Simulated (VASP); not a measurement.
Set up this calculation in VASP 6.6.1, as the native input.

```yaml
Task: single point
Functional: PBE
Potentials_or_basis: VASP PAW PBE potentials, release 64 (Mn_pv, S)
Cutoff: 520 eV
k_mesh: 8 × 8 × 4
Occupations: fermi-dirac, width 0.05 eV
Spin: collinear spin, ferromagnetic start
Starting_moments: "[5.5, 5.5, 0.0, 0.0] μB"
Dipole_correction: no
Further_INCAR_settings: ALGO = Normal; EDIFF = 1e-06; NBANDS = 31
```

The structure of MnS lies in POSCAR:

```
MnS
1.0
    3.9760016100      0.0000000000      0.0000000000
   -1.9880008000      3.4433184000      0.0000000000
    0.0000000000      0.0000000000      6.4320005000
Mn S
2 2
Direct
    0.3333333333      0.6666666667      0.0000000000
    0.6666666667      0.3333333333      0.5000000000
    0.3333333333      0.6666666667      0.3850000000
    0.6666666667      0.3333333333      0.8850000000
```

One way to write it, as run:

INCAR

```
  PREC = Accurate
  ENCUT = 520
  EDIFF = 1E-6
  ISMEAR = -1
  SIGMA = 0.05
  LREAL = False
  LASPH = True
  NELM = 150
  ALGO = Normal
  ISIF = 2
  LWAVE = False
  LCHARG = True
  ISPIN = 2
  MAGMOM = 5.5 5.5 0 0
  LORBIT = 11
  LMAXMIX = 4
  GGA = PE
  LELF = True
  LVHAR = True
  NBANDS = 31
```

KPOINTS

```
regular mesh
0
Gamma
  8 8 4
```

Potentials or basis: VASP PAW PBE potentials, release 64 (Mn_pv, S).

Run with:

```sh
$ cat potpaw_PBE.64/Mn_pv/POTCAR potpaw_PBE.64/S/POTCAR > POTCAR
$ mpirun -np 1 vasp_std > vasp.out
```

It gave:

- Pressure: 1.3 GPa
- Largest force: 0.187 eV/Å
- Net moment: 9.92 μB per cell
- Site moments: Mn +4.35; S +0.10 μB
- Valence electrons inside the program's atomic spheres: Mn 11.37; S 3.77

Caveat: only a ferromagnetic start was run, and an antiferromagnetic order may lie lower in energy.

It took 100 s on 1 thread of Oxide Virtual Turin-like Processor, with other jobs on the host, peak memory 0.26 GiB.
